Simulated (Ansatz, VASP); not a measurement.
## ScAl5 in VASP and in Ansatz

Contents of INCAR:

```
SYSTEM = ScAl5
PREC     = Accurate       ! precision mode
ENCUT    = 520            ! plane-wave cutoff, eV
EDIFF    = 1E-7           ! SCF threshold, eV
ISMEAR   = 0              ! smearing method
SIGMA    = 0.1            ! smearing width, eV
LREAL    = .FALSE.        ! projectors in reciprocal space
LASPH    = .TRUE.         ! aspherical terms in the spheres
NELM     = 60             ! most SCF steps
ALGO     = Fast           ! electronic algorithm
ISIF     = 2              ! what is computed and relaxed
LWAVE    = .FALSE.        ! write WAVECAR
LCHARG   = .FALSE.        ! write CHGCAR
GGA      = PE             ! functional
NBANDS   = 22             ! bands
```

File KPOINTS:

```
regular mesh
0
G
  12 12 4
  0 0 0
```

Contents of POSCAR:

```
ScAl5
1.0
    3.0288021800      0.0000000000      0.0000000000
   -1.5144010900      2.6230196309      0.0000000000
    0.0000000000      0.0000000000     13.6306577052
Sc Al
1 5
Direct
    0.0000000000      0.0000000000      0.0000000000
    0.3333333333      0.6666666667      0.1774169023
    0.6666666667      0.3333333333      0.3393771479
    0.0000000000      0.0000000000      0.5000000000
    0.3333333333      0.6666666667      0.6606228521
    0.6666666667      0.3333333333      0.8225830977
```

Input for Ansatz:

```yaml
crystal:
  lattice:
    - [3.02880218, 0.0, 0.0]
    - [-1.51440109, 2.6230196309, 0.0]
    - [0.0, 0.0, 13.6306577052]
  atoms:
    - { symbol: Sc, position: [0.0, 0.0, 0.0] }
    - { symbol: Al, position: [0.3333333333, 0.6666666667, 0.1774169023] }
    - { symbol: Al, position: [0.6666666667, 0.3333333333, 0.3393771479] }
    - { symbol: Al, position: [0.0, 0.0, 0.5] }
    - { symbol: Al, position: [0.3333333333, 0.6666666667, 0.6606228521] }
    - { symbol: Al, position: [0.6666666667, 0.3333333333, 0.8225830977] }
basis:
  ecutwfc: 420
kpoints:
  mp_grid: { grid: [12, 12, 4] }
  band_path:
    path:
      - [[0.0, 0.0, 0.0], [0.5, 0.0, 0.0], [0.33333333, 0.33333333, 0.0], [0.0, 0.0, 0.0], [0.0, 0.0, 0.5], [0.5, 0.0, 0.5], [0.33333333, 0.33333333, 0.5], [0.0, 0.0, 0.5]]
      - [[0.5, 0.0, 0.5], [0.5, 0.0, 0.0]]
      - [[0.33333333, 0.33333333, 0.5], [0.33333333, 0.33333333, 0.0]]
    npoints: 14
hamiltonian:
  xc: pbe
scf:
  occupations: { method: gaussian, width: 0.1 }
  n_extra_bands: 15
output:
  forces: true
  stress: true
  eigenvalues: true
  populations: true
  dos: { projected: true, de: 0.02, nscf_kmesh: { grid: [15, 15, 5] } }
  bader: true
  write_density: true
  write_potential: true
  elf: true
  volumetric_format: npy
```

Alike in both runs: task single point; functional PBE; k mesh 12 × 12 × 4; occupations gaussian, width 0.1 eV; no spin polarisation.

|  | VASP | Ansatz |
| --- | --- | --- |
| version | VASP 6.6.1 | Ansatz 0.2.0 |
| potentials or method | VASP PAW PBE potentials, release 64 (Sc_sv, Al), cutoff 520 eV | scalar-relativistic, plane waves, PAW |
| valence electrons in the cell | 26 | 26 |

Ansatz gave:

| Property | Result |
| --- | --- |
| gap on the k mesh at the Fermi level (eV) | none |
| pressure (GPa) | 0.0 |
| rms of the force components (eV/Å) | 0.000 |

Problem. Which values does VASP return?

Solution. gap on the k mesh at the Fermi level (eV): none; pressure (GPa): 0.0; rms of the force components (eV/Å): 0.003.

Atom by atom the forces differ by 0.003 eV/Å (rms over components). A gap of «none» marks a metal or a gap that the smearing closes. With one functional, cell and mesh, what is left measures potentials, basis and numerics.
